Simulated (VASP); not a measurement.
# Cu (P6_3/mmc) in VASP: further runs

Cu is run at these levels: RPBE, HSE06, PBEsol; tasks: single point.

Everything below comes from runs of VASP 6.6.1. Logs are shortened: lines on timing, memory, paths and dates and some standing lists are left out, and cuts for length are marked.

**1. The cell of the first run**

It takes space group P6_3/mmc (No. 194, hexagonal). Conventional cell: a = 2.534 Å, b = 2.534 Å, c = 4.113 Å, α = 90.00°, β = 90.00°, γ = 120.00°. Cu (site symmetry -6m2) has 12 Cu at 2.52 to 2.53 Å within 3.3 Å.

This isn't the form of Cu at room conditions, which is fcc.

**2. Single point, RPBE**

The input, INCAR:

```
ALGO     = Normal         # electronic algorithm
EDIFF    = 1E-6           # SCF threshold, eV
ENCUT    = 820            # plane-wave cutoff, eV
GGA      = RP             # functional
GGA_COMPAT= F            
ISIF     = 2              # what is computed and relaxed
ISMEAR   = -1             # smearing method
LASPH    = T              # aspherical terms in the spheres
LCHARG   = F              # write CHGCAR
LREAL    = F              # projectors in reciprocal space
LWAVE    = F              # write WAVECAR
NBANDS   = 26             # bands
NELM     = 120            # most SCF steps
PREC     = Accurate       # precision mode
SIGMA    = 0.05           # smearing width, eV
```

The input, KPOINTS:

```
k-points
0
Gamma
  12 12 7
```

The input, POSCAR:

```
Cu
1.0
    2.5340966698      0.0000000000      0.0000000000
   -1.2670483349      2.1945920917      0.0000000000
    0.0000000000      0.0000000000      4.1125710000
Cu
2
Direct
    0.6666666667      0.3333333333      0.7500000000
    0.3333333333      0.6666666667      0.2500000000
```

Potentials or basis: VASP PAW PBE potentials, release 64 (Cu_sv_GW).

On the command line:

```
$ cat potpaw_PBE.64/Cu_sv_GW/POTCAR > POTCAR
$ mpirun -np 1 vasp_std > vasp.out
```

OUTCAR:

```text
EDIFF = 1E-6
   ENCUT = 820
   GGA = RP
   ISIF = 2
   ISMEAR = -1
   LASPH = T
   LREAL = F
   NELM = 120
   PREC = Accurate

 ion  position               nearest neighbor table
   1  0.667  0.333  0.750-   2 2.52   2 2.52   2 2.52   2 2.52   2 2.52   2 2.52
   2  0.333  0.667  0.250-   1 2.52   1 2.52   1 2.52   1 2.52   1 2.52   1 2.52

  LATTYP: Found a hexagonal cell.
 ALAT       =     2.5340966698
 C/A-ratio  =     1.6228942838

  Lattice vectors:

 A1 = (   2.5340966698,   0.0000000000,   0.0000000000)
 A2 = (  -1.2670483349,   2.1945920917,   0.0000000000)
 A3 = (   0.0000000000,   0.0000000000,   4.1125710000)

Analysis of symmetry for initial positions (statically):
=====================================================================
 Subroutine PRICEL returns:
 Original cell was already a primitive cell.

 Routine SETGRP: Setting up the symmetry group for a
 hexagonal supercell.

 Subroutine GETGRP returns: Found 24 space group operations
 (whereof 12 operations were pure point group operations)
 out of a pool of 24 trial point group operations.

The static configuration has the point symmetry D_3d.
 The point group associated with its full space group is D_6h.

Analysis of symmetry for dynamics (positions and initial velocities):
=====================================================================
 Subroutine PRICEL returns:
 Original cell was already a primitive cell.

 Routine SETGRP: Setting up the symmetry group for a
 hexagonal supercell.

 Subroutine GETGRP returns: Found 24 space group operations
 (whereof 12 operations were pure point group operations)
 out of a pool of 24 trial point group operations.

The dynamic configuration has the point symmetry D_3d.
 The point group associated with its full space group is D_6h.

 Subroutine INISYM returns: Found 24 space group operations
 (whereof 12 operations are pure point group operations),
 and found     1 'primitive' translations

----------------------------------------------------------------------------------------

                                     Primitive cell

  volume of cell :      22.8713

  direct lattice vectors                    reciprocal lattice vectors
     2.534096670  0.000000000  0.000000000     0.394617937  0.227832772  0.000000000
    -1.267048335  2.194592092  0.000000000     0.000000000  0.455665544  0.000000000
     0.000000000  0.000000000  4.112571000     0.000000000  0.000000000  0.243156896

  length of vectors
     2.534096670  2.534096670  4.112571000     0.455665544  0.455665544  0.243156896

  position of ions in fractional coordinates (direct lattice)
     0.666666667  0.333333333  0.750000000
     0.333333333  0.666666667  0.250000000

  ion indices of the primitive-cell ions
   primitive index   ion index
                 1           1
                 2           2

----------------------------------------------------------------------------------------

 KPOINTS: k-points

Automatic generation of k-mesh.
 Grid dimensions read from file:
 generate k-points for:   12   12    7

 Generating k-lattice:

  Cartesian coordinates                     Fractional coordinates (reciprocal lattice)
     0.032884828  0.018986064  0.000000000     0.083333333 -0.000000000  0.000000000
     0.000000000  0.037972129  0.000000000     0.000000000  0.083333333  0.000000000
     0.000000000  0.000000000  0.034736699     0.000000000  0.000000000  0.142857143

  Length of vectors
     0.037972129  0.037972129  0.034736699

  Shift w.r.t. Gamma in fractional coordinates (k-lattice)
     0.000000000  0.000000000  0.000000000

 Subroutine IBZKPT returns following result:
 ===========================================

 Found     76 irreducible k-points:

 Following reciprocal coordinates:
            Coordinates               Weight
  0.000000  0.000000  0.000000      1.000000
  0.083333  0.000000  0.000000      6.000000
  0.166667  0.000000  0.000000      6.000000
  0.250000 -0.000000  0.000000      6.000000
  0.333333 -0.000000  0.000000      6.000000
  0.416667 -0.000000  0.000000      6.000000
[... 16 lines left out ...]
  0.250000 -0.000000  0.142857     12.000000
  0.333333 -0.000000  0.142857     12.000000
 [... further k-points ...]
   k-points           NKPTS =     76   k-points in BZ     NKDIM =     76   number of bands    NBANDS=     26
   number of dos      NEDOS =    301   number of ions     NIONS =      2
   total plane-waves  NPLWV =  23040
   dimension x,y,z NGX =    24 NGY =   24 NGZ =   40
   dimension x,y,z NGXF=    48 NGYF=   48 NGZF=   80
   ions per type =               2
   NGX,Y,Z   is equivalent  to a cutoff of  15.74, 15.74, 16.17 a.u.
   NGXF,Y,Z  is equivalent  to a cutoff of  31.49, 31.49, 32.34 a.u.
 SYSTEM =  unknown system
   PREC   = accura    normal or accurate (medium, high low for compatibility)
   ISTART =      0    job   : 0-new  1-cont  2-samecut
   ICHARG =      2    charge: 1-file 2-atom 10-const
   ISPIN  =      1    spin polarized calculation?
   LNONCOLLINEAR =      F non collinear calculations
   LSORBIT =      F    spin-orbit coupling
   LASPH  =      T    aspherical Exc in radial PAW
   ENCUT  =  820.0 eV  60.27 Ry    7.76 a.u.   5.92  5.92  9.60*2*pi/ulx,y,z
   NELM   =    120;   NELMIN=  2; NELMDL= -5     # of ELM steps
   EDIFF  = 0.1E-05   stopping-criterion for ELM
   LREAL  =      F    real-space projection
[... 7 lines left out ...]
   TEBEG  =    0.0;   TEEND  =   0.0 temperature during run
   PSTRESS=    0.0 pullay stress
   NELECT =      38.0000    total number of electrons
   NUPDOWN=      -1.0000    fix difference up-down
   EMIN   =  10.00;   EMAX   =-10.00  energy-range for DOS
   EFERMI =   0.00;   METHOD = LEGACY
   ISMEAR =    -1;   SIGMA  =   0.05  broadening in eV -4-tet -1-fermi 0-gaus
   EFERMI_NEDOS =   21; number of points for ismear=-14 and -15
   IALGO  =     38    algorithm
   IMIX   =      4    mixing-type and parameters
     AMIX     =   0.40;   BMIX     =  1.00
     AMIX_MAG =   1.60;   BMIX_MAG =  1.00
  volume/ion in A,a.u.               =      11.44        77.17
  Fermi-wavevector in a.u.,A,eV,Ry     =   1.938977  3.664134 51.152874  3.759630
  Thomas-Fermi vector in A             =   2.969205
   LORBIT       =      0    0 simple, 1 ext, 2 COOP (PROOUT), +10 PAW based schemes
   GGA     = RP    functional components
   LHFCALC =     F    Hartree Fock is set to
   AEXX    =    0.0000 exact exchange contribution
   IVDW    =     0    specifies the selected vdW correction
   LEPSILON=     F    determine dielectric tensor
   LRPA    =     F    only Hartree local field effects (RPA)
 non-spin polarized calculation
  energy-cutoff  :      820.00
  volume of cell :       22.87
 maximum number of plane-waves:      1239
 NGX is ok and might be reduce to    24
   NGX = 11   NGY = 11   NGZ = 19

 number of electron      38.0000018 magnetization

 Free energy of the ion-electron system (eV)
  ---------------------------------------------------
  ext. energy  EPLUGINS =         0.00000000
  ---------------------------------------------------
  free energy    TOTEN  =        -6.53351554 eV

  energy without entropy =       -6.52555980  energy(sigma->0) =       -6.52953767

 E-fermi :   8.0951     XC(G=0): -13.3772

 val. band max:        8.0806279622   @ k =   0.0833   0.0833   0.1429
 cond. band min:       8.1186880328   @ k =   0.5000  -0.0000   0.0000
 fundamental gap:      0.0380600706
 Fermi energy:         8.0950877901

 k-point     1 :       0.0000    0.0000    0.0000
  band No.  band energies     occupation
      1    -104.6690      2.00000
      2    -104.6526      2.00000
      3     -62.0241      2.00000
      4     -61.9160      2.00000
      5     -61.9160      2.00000
      6     -61.9001      2.00000
[... 18 lines left out ...]
     25      31.8662      0.00000
     26      31.9914      0.00000

 k-point     2 :       0.0833    0.0000    0.0000
  band No.  band energies     occupation
      1    -104.6678      2.00000
      2    -104.6519      2.00000
      3     -62.0211      2.00000
      4     -61.9215      2.00000
      5     -61.9177      2.00000
      6     -61.9028      2.00000
[... 18 lines left out ...]
     25      33.0041      0.00000
     26      33.3653      0.00000

 k-point     3 :       0.1667    0.0000    0.0000
  band No.  band energies     occupation
      1    -104.6653      2.00000
      2    -104.6508      2.00000
      3     -62.0137      2.00000
      4     -61.9378      2.00000
      5     -61.9229      2.00000
      6     -61.9197      2.00000
[... 18 lines left out ...]
     25      30.1071      0.00000
     26      32.0664      0.00000

 k-point     4 :       0.2500   -0.0000    0.0000
  band No.  band energies     occupation
      1    -104.6615      2.00000
      2    -104.6493      2.00000
      3     -62.0024      2.00000
      4     -61.9603      2.00000
      5     -61.9425      2.00000
      6     -61.9297      2.00000
[... 18 lines left out ...]
     25      26.7189      0.00000
     26      29.1376      0.00000
[... 496 lines left out ...]
      1    -104.6645      2.00000
      2    -104.6514      2.00000
      3     -62.0089      2.00000
      4     -61.9363      2.00000
      5     -61.9243      2.00000
      6     -61.9218      2.00000
[... 18 lines left out ...]
     25      29.1961      0.00000
     26      31.0366      0.00000

 k-point    23 :       0.2500   -0.0000    0.1429
  band No.  band energies     occupation
      1    -104.6610      2.00000
      2    -104.6499      2.00000
      3     -62.0005      2.00000
      4     -61.9572      2.00000
      5     -61.9464      2.00000
      6     -61.9286      2.00000
[... 18 lines left out ...]
     25      27.7392      0.00000
     26      30.0485      0.00000

 k-point    24 :       0.3333   -0.0000    0.1429
  band No.  band energies     occupation
      1    -104.6572      2.00000
      2    -104.6485      2.00000
      3     -61.9962      2.00000
      4     -61.9733      2.00000
      5     -61.9671      2.00000
      6     -61.9354      2.00000
[... 18 lines left out ...]
     25      25.8112      0.00000
     26      28.1294      0.00000

 [... further k-points ...]

------------------------ aborting loop because EDIFF is reached ----------------------------------------

  FORCE on cell =-STRESS in cart. coord.  units (eV):
  Direction    XX          YY          ZZ          XY          YZ          ZX
  --------------------------------------------------------------------------------------
  -------------------------------------------------------------------------------------
  Total        1.4839939      1.4839939      1.5571448      0.0000000     -0.0000000      0.0000000
  in kB      103.9566550    103.9566550    109.0810222      0.0000000     -0.0000000      0.0000000
  external PRESSURE =     105.6647774 kB  Pullay stress =       0.0000000 kB

 VOLUME and BASIS-vectors are now :
 -----------------------------------------------------------------------------
  energy-cutoff  :      820.00
  volume of cell :       22.87
      direct lattice vectors                 reciprocal lattice vectors
     2.534096670  0.000000000  0.000000000     0.394617937  0.227832772  0.000000000
    -1.267048335  2.194592092  0.000000000     0.000000000  0.455665544  0.000000000
     0.000000000  0.000000000  4.112571000     0.000000000  0.000000000  0.243156896

 POSITION                                       TOTAL-FORCE (eV/Angst)
 -----------------------------------------------------------------------------------
      1.26705      0.73153      3.08443         0.000000     -0.000000      0.000000
     -0.00000      1.46306      1.02814        -0.000000      0.000000      0.000000
 -----------------------------------------------------------------------------------
    total drift:                               -0.000001      0.000000     -0.000000

  FREE ENERGIE OF THE ION-ELECTRON SYSTEM (eV)
  ---------------------------------------------------
  free  energy   TOTEN  =        -6.5335155354 eV

  energy  without entropy=       -6.5255597979  energy(sigma->0) =       -6.52953767
```

Wall time 51 s (1 thread of Intel Xeon Platinum 8375C at 2.90GHz (Ice Lake), shared host); peak memory 0.23 GiB.

Results:

| Item | Value |
| --- | --- |
| Free energy | -6.5335 eV |
| Pressure | 10.6 GPa |
| Band gap on the k mesh | zero (bands 19 and 20 overlap by 5.90 eV) |

Caveat: the cell stands under pressure; the PAW data sets were made with another functional, which shifts forces and pressure a little.

**3. Single point, HSE06**

This run uses another cell than the first one, of 10.75 Å³/atom.

The input, POSCAR:

```
Cu
1.0
    2.4823658959      0.0000000000      0.0000000000
   -1.2411829479      2.1497919273      0.0000000000
    0.0000000000      0.0000000000      4.0286174227
Cu
2
Direct
    0.6666666667      0.3333333333      0.7500000000
    0.3333333333      0.6666666667      0.2500000000
```

The input, INCAR.step1:

```
PREC = Accurate ; ENCUT = 520
EDIFF = 1E-5 ; ISMEAR = -1
SIGMA = 0.05 ; LREAL = F
LASPH = T ; NELM = 100
ALGO = Normal ; ISIF = 2
LWAVE = T ; LCHARG = F
NBANDS = 18 ; GGA = PE
```

The input, INCAR.step2:

```
PREC = Accurate ; ENCUT = 520
EDIFF = 1E-7 ; ISMEAR = -1
SIGMA = 0.05 ; LREAL = F
LASPH = T ; NELM = 100
ALGO = Normal ; ISIF = 2
LWAVE = F ; LCHARG = F
GGA = PE ; LHFCALC = T
HFSCREEN = 0.2079 ; PRECFOCK = Normal
NBANDS = 18 ; ISTART = 1
```

The input, KPOINTS:

```
Automatic mesh
0
Gamma
  8 8 4
```

Potentials or basis: VASP PAW PBE potentials, release 64 (Cu).

On the command line:

```
$ cat potpaw_PBE.64/Cu/POTCAR > POTCAR
$ cp INCAR.step1 INCAR
$ mpirun -np 1 vasp_std > vasp.out
$ cp INCAR.step2 INCAR
$ mpirun -np 1 vasp_std > vasp.out
```

Wall time 2.2 h (1 thread of Intel Xeon Platinum 8175M at 2.50GHz (Skylake/Cascade Lake), shared host); peak memory 0.24 GiB.

The run converged. Its results:

| Quantity | Value |
| --- | --- |
| Free energy | -7.0936 eV |
| Pressure | 19.6 GPa |
| Band gap on the k mesh | zero (bands 11 and 12 overlap by 7.16 eV) |

Stress tensor (GPa, compression positive):
```
20.98  0.00  0.00
 0.00 20.98  0.00
 0.00  0.00 16.98
```

Levels at points of the mesh, in eV from the Fermi level:
```tsv
k point	band 8	band 9	band 10	band 11	band 12	band 13	band 14	band 15
(0.00, 0.00, 0.00)	-3.80	-3.80	-2.75	-2.75	-0.82	5.51	23.62	25.16
(0.50, 0.00, 0.00)	-2.65	-2.61	-2.52	0.04	2.39	9.62	10.29	12.76
(0.00, 0.00, 0.50)	-4.43	-3.09	-3.09	-3.09	-3.09	15.13	15.13	24.39
(0.50, 0.00, 0.50)	-2.89	-2.56	-2.56	0.93	0.93	6.57	6.57	18.86
```

Caveat: the k points lie up to 0.39 Å⁻¹ apart, too coarse for converged energies and pressures of a metal; the PAW data sets were made with another functional, which shifts forces and pressure a little.

(Part 1 of 2 ends here.)

The gap in the log of VASP goes by the Fermi energy; the results here count the filled bands.